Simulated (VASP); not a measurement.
# Si (a cell with a defect) in VASP: further runs

Runs on Si (a cell with a defect). Level: LDA. Tasks: single point.

Everything below comes from runs of VASP 6.6.1. Logs are shortened: lines on timing, memory, paths and dates and some standing lists are left out, and cuts for length are marked.

### 1 The cell of the first run

The cell holds a defect, 17 atoms: a = 7.679 Å, b = 7.679 Å, c = 7.679 Å, α = 60.00°, β = 60.00°, γ = 60.00°.

### 2 Single point, LDA

Contents of INCAR:

```
PREC = Accurate
ENCUT = 520
EDIFF = 1E-6
ISMEAR = 0
SIGMA = 0.05
LREAL = Auto
LASPH = True
NELM = 60
ALGO = Normal
ISIF = 2
LWAVE = False
LCHARG = False
NBANDS = 48
```

Contents of KPOINTS:

```
regular mesh
0
Gamma
  2 2 2
```

Contents of POSCAR:

```
Si
1.0
    0.0000000000      5.4300000000      5.4300000000
    5.4300000000      0.0000000000      5.4300000000
    5.4300000000      5.4300000000      0.0000000000
Si
17
Direct
   -0.0349842541      0.0120363720      0.0114315838
    0.1201726519      0.1184993554      0.1179249540
    0.0069482505     -0.0209425414      0.5068388582
    0.1201519337      0.1185414365      0.6432764273
    0.0070161142      0.5074297422     -0.0214052486
    0.1201752302      0.6439203499      0.1179205341
    0.0069218232      0.5076785451      0.5068912523
    0.1685905157      0.6108091160      0.6103332413
    0.4922478821     -0.0004696133     -0.0009918969
    0.5914202578      0.1365515654      0.1359848987
    0.4921868324     -0.0004028545      0.5091430018
    0.6296047882      0.1153149171      0.6274848987
    0.4922351750      0.5097182320     -0.0009756906
    0.6296853591      0.6280172192      0.1147763352
    0.5428903315      0.4860575506      0.4855234807
    0.6295821363      0.6281180479      0.6275112339
    0.9506108656      0.3501232044      0.3497491713
```

Potentials or basis: VASP PAW LDA potentials, release 64 (Si).

The run is started by

```console
$ cat potpaw_LDA.64/Si/POTCAR > POTCAR
$ mpirun -np 1 vasp_std > vasp.out
```

OUTCAR:

```text
PREC = Accurate
   ENCUT = 520
   EDIFF = 1E-6
   ISMEAR = 0
   LREAL = Auto
   LASPH = True
   NELM = 60
   ISIF = 2

 ion  position               nearest neighbor table
   1  0.965  0.012  0.011-   2 2.32   6 2.32   4 2.32  10 2.34
   2  0.120  0.118  0.118-   1 2.32   9 2.33   3 2.44   5 2.44  17 2.56
   3  0.007  0.979  0.507-   8 2.32  12 2.37  17 2.37   2 2.44   4 2.44
   4  0.120  0.119  0.643-   1 2.32  11 2.33   3 2.44   7 2.44  17 2.56
   5  0.007  0.507  0.979-   8 2.32  14 2.37  17 2.37   2 2.44   6 2.44
   6  0.120  0.644  0.118-   1 2.32  13 2.33   7 2.44   5 2.44  17 2.56
   7  0.007  0.508  0.507-   8 2.32  16 2.37  17 2.37   6 2.44   4 2.44
   8  0.169  0.611  0.610-   7 2.32   3 2.32   5 2.32  15 2.35
   9  0.492  1.000  0.999-  14 2.33  12 2.33   2 2.33  10 2.35
  10  0.591  0.137  0.136-   1 2.34  11 2.35  13 2.35   9 2.35
  11  0.492  1.000  0.509-  12 2.33  16 2.33   4 2.33  10 2.35
  12  0.630  0.115  0.627-  11 2.33   9 2.33  15 2.34   3 2.37  17 3.04
  13  0.492  0.510  0.999-  14 2.33  16 2.33   6 2.33  10 2.35
  14  0.630  0.628  0.115-  13 2.33   9 2.33  15 2.34   5 2.37  17 3.04
  15  0.543  0.486  0.486-  14 2.34  16 2.34  12 2.34   8 2.35  17 2.56
  16  0.630  0.628  0.628-  11 2.33  13 2.33  15 2.34   7 2.37  17 3.04
  17  0.951  0.350  0.350-   7 2.37   3 2.37   5 2.37  15 2.56   4 2.56   6 2.56   2 2.56  16 3.04
                            12 3.04  14 3.04

  LATTYP: Found a face centered cubic cell.
 ALAT       =    10.8600000000

  Lattice vectors:

 A1 = (   0.0000000000,   5.4300000000,   5.4300000000)
 A2 = (   5.4300000000,   0.0000000000,   5.4300000000)
 A3 = (   5.4300000000,   5.4300000000,   0.0000000000)

Analysis of symmetry for initial positions (statically):
=====================================================================
 Subroutine PRICEL returns:
 Original cell was already a primitive cell.

 Routine SETGRP: Setting up the symmetry group for a
 face centered cubic supercell.

 Subroutine GETGRP returns: Found  1 space group operations
 (whereof  1 operations were pure point group operations)
 out of a pool of 48 trial point group operations.

The static configuration has the point symmetry C_1 .

Analysis of symmetry for dynamics (positions and initial velocities):
=====================================================================
 Subroutine PRICEL returns:
 Original cell was already a primitive cell.

 Routine SETGRP: Setting up the symmetry group for a
 face centered cubic supercell.

 Subroutine GETGRP returns: Found  1 space group operations
 (whereof  1 operations were pure point group operations)
 out of a pool of 48 trial point group operations.

The dynamic configuration has the point symmetry C_1 .

 Subroutine INISYM returns: Found  1 space group operations
 (whereof  1 operations are pure point group operations),
 and found     1 'primitive' translations

----------------------------------------------------------------------------------------

                                     Primitive cell

  volume of cell :     320.2060

  direct lattice vectors                    reciprocal lattice vectors
     0.000000000  5.430000000  5.430000000    -0.092081031  0.092081031  0.092081031
     5.430000000  0.000000000  5.430000000     0.092081031 -0.092081031  0.092081031
     5.430000000  5.430000000  0.000000000     0.092081031  0.092081031 -0.092081031

  length of vectors
     7.679179644  7.679179644  7.679179644     0.159489025  0.159489025  0.159489025

  position of ions in fractional coordinates (direct lattice)
     0.965015746  0.012036372  0.011431584
     0.120172652  0.118499355  0.117924954
     0.006948251  0.979057459  0.506838858
     0.120151934  0.118541437  0.643276427
     0.007016114  0.507429742  0.978594751
     0.120175230  0.643920350  0.117920534
[... 9 lines left out ...]
     0.629582136  0.628118048  0.627511234
     0.950610866  0.350123204  0.349749171

  ion indices of the primitive-cell ions
   primitive index   ion index
                 1           1
                 2           2
                 3           3
                 4           4
                 5           5
                 6           6
[... 9 lines left out ...]
                16          16
                17          17

----------------------------------------------------------------------------------------

 KPOINTS: regular mesh

Automatic generation of k-mesh.
 Grid dimensions read from file:
 generate k-points for:    2    2    2

 Generating k-lattice:

  Cartesian coordinates                     Fractional coordinates (reciprocal lattice)
    -0.046040516  0.046040516  0.046040516     0.500000000  0.000000000  0.000000000
     0.046040516 -0.046040516  0.046040516     0.000000000  0.500000000  0.000000000
     0.046040516  0.046040516 -0.046040516     0.000000000  0.000000000  0.500000000

  Length of vectors
     0.079744512  0.079744512  0.079744512

  Shift w.r.t. Gamma in fractional coordinates (k-lattice)
     0.000000000  0.000000000  0.000000000

 Subroutine IBZKPT returns following result:
 ===========================================

 Found      8 irreducible k-points:

 Following reciprocal coordinates:
            Coordinates               Weight
  0.000000  0.000000  0.000000      1.000000
  0.500000  0.000000  0.000000      1.000000
  0.000000  0.500000  0.000000      1.000000
  0.000000  0.000000  0.500000      1.000000
  0.500000  0.500000  0.500000      1.000000
  0.500000  0.500000  0.000000      1.000000
  0.000000  0.500000  0.500000      1.000000
  0.500000  0.000000  0.500000      1.000000
   k-points           NKPTS =      8   k-points in BZ     NKDIM =      8   number of bands    NBANDS=     48
   number of dos      NEDOS =    301   number of ions     NIONS =     17
   total plane-waves  NPLWV = 216000
   dimension x,y,z NGX =    60 NGY =   60 NGZ =   60
   dimension x,y,z NGXF=   120 NGYF=  120 NGZF=  120
   ions per type =              17
   NGX,Y,Z   is equivalent  to a cutoff of  12.99, 12.99, 12.99 a.u.
   NGXF,Y,Z  is equivalent  to a cutoff of  25.98, 25.98, 25.98 a.u.
 SYSTEM =  unknown system
   PREC   = accura    normal or accurate (medium, high low for compatibility)
   ISTART =      0    job   : 0-new  1-cont  2-samecut
   ICHARG =      2    charge: 1-file 2-atom 10-const
   ISPIN  =      1    spin polarized calculation?
   LNONCOLLINEAR =      F non collinear calculations
   LSORBIT =      F    spin-orbit coupling
   LASPH  =      T    aspherical Exc in radial PAW
   ENCUT  =  520.0 eV  38.22 Ry    6.18 a.u.  14.28 14.28 14.28*2*pi/ulx,y,z
   NELM   =     60;   NELMIN=  2; NELMDL= -5     # of ELM steps
   EDIFF  = 0.1E-05   stopping-criterion for ELM
   LREAL  =      T    real-space projection
   EDIFFG = 0.1E-04   stopping-criterion for IOM
   NSW    =      0    number of steps for IOM
   IBRION =     -1    ionic relax: 0-MD 1-quasi-New 2-CG
   NFREE  =      0    steps in history (QN), initial steepest desc. (CG)
   ISIF   =      2    stress and relaxation
   ISYM   =      2    0-nonsym 1-usesym 2-fastsym
   POTIM  = 0.5000    time-step for ionic-motion
   TEBEG  =    0.0;   TEEND  =   0.0 temperature during run
   PSTRESS=    0.0 pullay stress
   NELECT =      68.0000    total number of electrons
   NUPDOWN=      -1.0000    fix difference up-down
   EMIN   =  10.00;   EMAX   =-10.00  energy-range for DOS
   EFERMI =   0.00;   METHOD = LEGACY
   ISMEAR =     0;   SIGMA  =   0.05  broadening in eV -4-tet -1-fermi 0-gaus
   EFERMI_NEDOS =   21; number of points for ismear=-14 and -15
   IALGO  =     38    algorithm
   IMIX   =      4    mixing-type and parameters
     AMIX     =   0.40;   BMIX     =  1.00
     AMIX_MAG =   1.60;   BMIX_MAG =  1.00
  volume/ion in A,a.u.               =      18.84       127.11
  Fermi-wavevector in a.u.,A,eV,Ry     =   0.976715  1.845724 12.979587  0.953973
  Thomas-Fermi vector in A             =   2.107356
   LORBIT       =      0    0 simple, 1 ext, 2 COOP (PROOUT), +10 PAW based schemes
   GGA     = CA    functional components
   LHFCALC =     F    Hartree Fock is set to
   AEXX    =    0.0000 exact exchange contribution
   IVDW    =     0    specifies the selected vdW correction
   LEPSILON=     F    determine dielectric tensor
   LRPA    =     F    only Hartree local field effects (RPA)
 non-spin polarized calculation
 Gauss-broadening in eV      SIGMA  =   0.05
  energy-cutoff  :      520.00
  volume of cell :      320.21
 maximum number of plane-waves:      8646
 NGX is ok and might be reduce to    60
   NGX = 29   NGY = 29   NGZ = 29

 number of electron      68.0000000 magnetization

 Free energy of the ion-electron system (eV)
  ---------------------------------------------------
  ext. energy  EPLUGINS =         0.00000000
  ---------------------------------------------------
  free energy    TOTEN  =       -97.35138613 eV

  energy without entropy =      -97.34134140  energy(sigma->0) =      -97.34636376

 E-fermi :   6.7351     XC(G=0):  -9.8581

 val. band max:        6.6476260013   @ k =   0.0000   0.0000   0.0000
 cond. band min:       6.7496618801   @ k =   0.0000   0.5000   0.5000
 fundamental gap:      0.1020358789
 Fermi energy:         6.7350980527

 k-point     1 :       0.0000    0.0000    0.0000
  band No.  band energies     occupation
      1      -6.3147      2.00000
      2      -3.8914      2.00000
      3      -3.6655      2.00000
      4      -3.6650      2.00000
      5      -3.5237      2.00000
      6      -2.7341      2.00000
[... 38 lines left out ...]
     45       8.2087      0.00000
     46       8.7718      0.00000

 k-point     2 :       0.5000    0.0000    0.0000
  band No.  band energies     occupation
      1      -5.9255      2.00000
      2      -4.9329      2.00000
      3      -3.5254      2.00000
      4      -3.4586      2.00000
      5      -3.4577      2.00000
      6      -3.0310      2.00000
[... 286 lines left out ...]
 k-point     8 :       0.5000    0.0000    0.5000
  band No.  band energies     occupation
      1      -5.7530      2.00000
      2      -4.7501      2.00000
      3      -4.0706      2.00000
      4      -3.9168      2.00000
      5      -3.8637      2.00000
      6      -3.6772      2.00000
[... 38 lines left out ...]
     45      10.0747      0.00000
     46      10.3053      0.00000
 [bands above 46 left out]

------------------------ aborting loop because EDIFF is reached ----------------------------------------

  FORCE on cell =-STRESS in cart. coord.  units (eV):
  Direction    XX          YY          ZZ          XY          YZ          ZX
  --------------------------------------------------------------------------------------
  -------------------------------------------------------------------------------------
  Total        2.6737835      2.6906653      2.6757588      1.0998088     -1.0933760      1.1007734
  in kB       13.3784975     13.4629667     13.3883812      5.5029846     -5.4707975      5.5078111
  external PRESSURE =      13.4099485 kB  Pullay stress =       0.0000000 kB

 VOLUME and BASIS-vectors are now :
 -----------------------------------------------------------------------------
  energy-cutoff  :      520.00
  volume of cell :      320.21
      direct lattice vectors                 reciprocal lattice vectors
     0.000000000  5.430000000  5.430000000    -0.092081031  0.092081031  0.092081031
     5.430000000  0.000000000  5.430000000     0.092081031 -0.092081031  0.092081031
     5.430000000  5.430000000  0.000000000     0.092081031  0.092081031 -0.092081031

 POSITION                                       TOTAL-FORCE (eV/Angst)
 -----------------------------------------------------------------------------------
      0.12743      5.30211      5.30539        -0.094171      0.092821      0.094096
      1.28378      1.29287      1.29599         0.043492      0.052288      0.052691
      8.06842      2.78986      5.35401        -0.019944      0.023051      0.078020
      4.13667      4.14542      1.29611        -0.050995     -0.043861      0.050723
      8.06911      5.35187      2.79344        -0.021467      0.077963      0.022322
      4.13680      1.29286      4.14904        -0.052043      0.051523     -0.042318
[... 9 lines left out ...]
      6.81807      6.82602      6.82931         0.006129      0.012629      0.012609
      3.80031      7.06096      7.06299         0.333906     -0.337913     -0.337500
 -----------------------------------------------------------------------------------
    total drift:                                0.001585     -0.001799     -0.000964

  FREE ENERGIE OF THE ION-ELECTRON SYSTEM (eV)
  ---------------------------------------------------
  free  energy   TOTEN  =       -97.3513861262 eV

  energy  without entropy=      -97.3413414017  energy(sigma->0) =      -97.34636376
```

Run time: 2.5 min. Hardware: 1 thread of Intel Xeon Platinum 8259CL at 2.50GHz (Skylake/Cascade Lake), shared host; peak memory 0.37 GiB.

What came out:

```
Free energy            : -97.3514 eV
Pressure               : 1.3 GPa
Largest force          : 0.583 eV/Å
Band gap on the k mesh : zero (band 34 reaches 6.75 eV, above the bottom of band 35 at 6.65 eV)
```

Forces in eV/Å, atoms in the order of the input:
```
Si  -0.094  0.093  0.094
Si   0.043  0.052  0.053
Si  -0.020  0.023  0.078
Si  -0.051 -0.044  0.051
Si  -0.021  0.078  0.022
Si  -0.052  0.052 -0.042
Si  -0.078  0.023  0.021
Si  -0.001  0.002  0.002
Si  -0.008 -0.011 -0.010
Si  -0.068  0.067  0.068
Si   0.010  0.007 -0.010
Si  -0.013  0.014 -0.007
Si   0.010 -0.010  0.008
Si  -0.013 -0.006  0.014
Si   0.016 -0.015 -0.016
Si   0.006  0.013  0.013
Si   0.334 -0.338 -0.338
```

Caveat: the k points lie up to 0.50 Å⁻¹ apart.

### 3 Single point, LDA

Contents of INCAR:

```
ALGO = Normal
EDIFF = 1E-6
ENCUT = 520
GGA = CA
ISIF = 2
ISMEAR = 0
LASPH = True
LCHARG = False
LREAL = Auto
LWAVE = False
NBANDS = 48
NELM = 60
PREC = Accurate
SIGMA = 0.05
```

Contents of KPOINTS:

```
k-points
0
Gamma
  2 2 2
```

Contents of POSCAR:

```
Si
1.0
    0.0000000000      5.4300000000      5.4300000000
    5.4300000000      0.0000000000      5.4300000000
    5.4300000000      5.4300000000      0.0000000000
Si
17
Direct
   -0.0429896869      0.0144848987      0.0141342541
    0.1175708103      0.1183720994      0.1180253223
    0.0040421731     -0.0166077348      0.5061655617
    0.1175706262      0.1183733886      0.6457960405
    0.0040445672      0.5065141805     -0.0169578269
    0.1175724678      0.6461463168      0.1180240331
    0.0040430018      0.5065140884      0.5061643646
    0.1562884899      0.6147253223      0.6143748619
    0.4954049724     -0.0026279926     -0.0029777164
    0.5831850829      0.1390922652      0.1387425414
    0.4954032228     -0.0026267956      0.5099630755
    0.6324304788      0.1164818600      0.6254244015
    0.4954061694      0.5103126151     -0.0029779926
    0.6324331492      0.6257744015      0.1161307551
    0.5303459484      0.4900398711      0.4896888582
    0.6324316759      0.6257762431      0.6254246777
    1.1774098527      0.2743518416      0.2740006446
```

Potentials or basis: VASP PAW LDA potentials, release 64 (Si).

The run is started by

```console
$ cat potpaw_LDA.64/Si/POTCAR > POTCAR
$ mpirun -np 1 vasp_std > vasp.out
```

It took 82 s on 1 thread of Intel Xeon Platinum 8259CL at 2.50GHz (Skylake/Cascade Lake), shared host; peak memory 0.35 GiB.

It converged, with:

* Free energy: -97.3713 eV
* Pressure: 1.4 GPa
* Largest force: 0.584 eV/Å
* Band gap on the k mesh: zero (band 34 reaches 6.75 eV, above the bottom of band 35 at 6.65 eV)

Forces in eV/Å, atoms in the order of the input:
```
Si  -0.002  0.002  0.002
Si   0.046 -0.018 -0.018
Si   0.036 -0.036  0.014
Si   0.018 -0.046 -0.018
Si   0.036  0.014 -0.036
Si   0.018 -0.018 -0.046
Si  -0.014 -0.036 -0.036
Si   0.062 -0.062 -0.062
Si   0.006 -0.007 -0.007
Si  -0.012  0.012  0.012
Si   0.007 -0.006 -0.007
Si   0.022 -0.022 -0.015
Si   0.007 -0.007 -0.006
Si   0.022 -0.015 -0.022
Si   0.070 -0.070 -0.070
Si   0.015 -0.022 -0.022
Si  -0.337  0.337  0.337
```

Stress tensor (GPa, compression positive):
```
 1.39  0.52  0.52
 0.52  1.39 -0.52
 0.52 -0.52  1.39
```

Levels at points of the mesh, in eV from the Fermi level:
```tsv
k point	band 31	band 32	band 33	band 34	band 35	band 36	band 37	band 38
(0.00, 0.00, 0.00)	-0.91	-0.68	-0.68	-0.40	-0.09	-0.09	0.11	0.11
(0.50, 0.00, 0.00)	-1.46	-1.28	-1.28	-0.26	0.43	0.43	1.09	1.09
(0.00, 0.50, 0.00)	-1.37	-1.35	-1.13	-0.18	0.22	0.80	0.84	0.91
(0.50, 0.50, 0.00)	-1.90	-1.74	-0.85	0.01	0.54	1.19	1.27	1.28
```

Caveat: the k points lie up to 0.50 Å⁻¹ apart.

### 4 Single point, LDA

Contents of INCAR:

```
  ALGO = Normal
  EDIFF = 1E-6
  ENCUT = 520
  ISIF = 2
  ISMEAR = 0
  LASPH = True
  LCHARG = False
  LREAL = Auto
  LWAVE = False
  NBANDS = 48
  NELM = 60
  PREC = Accurate
  SIGMA = 0.05
```

KPOINTS is that of step 3.

Contents of POSCAR:

```
Si
1.0
    0.0000000000      5.4300000000      5.4300000000
    5.4300000000      0.0000000000      5.4300000000
    5.4300000000      5.4300000000      0.0000000000
Si
17
Direct
   -0.0359133517      0.0123500000      0.0117468692
    0.1180907919      0.1191896869      0.1186186004
    0.0056547882     -0.0220949355      0.5082196133
    0.1181683241      0.1191289134      0.6440438306
    0.0056405157      0.5087836096     -0.0226217311
    0.1181144567      0.6446385820      0.1185728361
    0.0057076427      0.5087139042      0.5081266114
    0.1722788214      0.6095675875      0.6090465930
    0.4899889503      0.0003863720     -0.0001775322
    0.5903934622      0.1369223757      0.1363162983
    0.4900696133      0.0003589319      0.5097460405
    0.6287320442      0.1144011050      0.6284338858
    0.4900204420      0.5103528545     -0.0002020258
    0.6287165746      0.6289955801      0.1138552486
    0.5479921731      0.4843667587      0.4838196133
    0.6287802026      0.6289665746      0.6284043278
    0.9630203499      0.3459728361      0.3454682320
```

The run is started by

```console
$ cat potpaw_LDA.64/Si/POTCAR > POTCAR
$ mpirun -np 1 vasp_std > vasp.out
```

Wall time 2.6 min (1 thread of Intel Xeon Platinum 8259CL at 2.50GHz (Skylake/Cascade Lake), shared host); peak memory 0.37 GiB.

Results (log left out):

- Free energy: -97.2942 eV
- Pressure: 1.3 GPa
- Largest force: 0.700 eV/Å
- Band gap on the k mesh: zero (band 34 reaches 6.71 eV, above the bottom of band 35 at 6.65 eV)

Forces in eV/Å, atoms in the order of the input:
```
Si  -0.060  0.060  0.060
Si  -0.024  0.042  0.041
Si  -0.025  0.024  0.034
Si  -0.041  0.023  0.041
Si  -0.024  0.034  0.024
Si  -0.041  0.042  0.023
Si  -0.033  0.024  0.024
Si  -0.003  0.003  0.004
Si  -0.036  0.015  0.015
Si  -0.044  0.044  0.045
Si  -0.015  0.036  0.015
Si  -0.014  0.014  0.010
Si  -0.015  0.015  0.038
Si  -0.013  0.010  0.013
Si  -0.005  0.005  0.005
Si  -0.011  0.013  0.013
Si   0.404 -0.404 -0.404
```

Stress tensor (GPa, compression positive):
```
 1.31  0.63  0.63
 0.63  1.31 -0.62
 0.63 -0.62  1.31
```

Levels at points of the mesh, in eV from the Fermi level:
| k point | band 32 | band 33 | band 34 | band 35 | band 36 | band 37 |
| --- | --- | --- | --- | --- | --- | --- |
| (0.00, 0.00, 0.00) | -0.66 | -0.66 | -0.41 | -0.05 | -0.05 | 0.16 |
| (0.50, 0.00, 0.00) | -1.24 | -1.24 | -0.21 | 0.44 | 0.44 | 1.14 |
| (0.00, 0.50, 0.00) | -1.32 | -1.05 | -0.10 | 0.14 | 0.79 | 0.91 |
| (0.00, 0.00, 0.50) | -1.32 | -1.05 | -0.10 | 0.14 | 0.79 | 0.91 |
| (0.50, 0.50, 0.50) | -1.32 | -1.05 | -0.10 | 0.14 | 0.79 | 0.91 |
| (0.50, 0.50, 0.00) | -1.70 | -0.78 | 0.01 | 0.52 | 1.26 | 1.34 |
| (0.00, 0.50, 0.50) | -1.70 | -0.78 | 0.01 | 0.52 | 1.26 | 1.34 |
| (0.50, 0.00, 0.50) | -1.70 | -0.78 | 0.01 | 0.52 | 1.26 | 1.34 |

Caveat: the k points lie up to 0.50 Å⁻¹ apart.
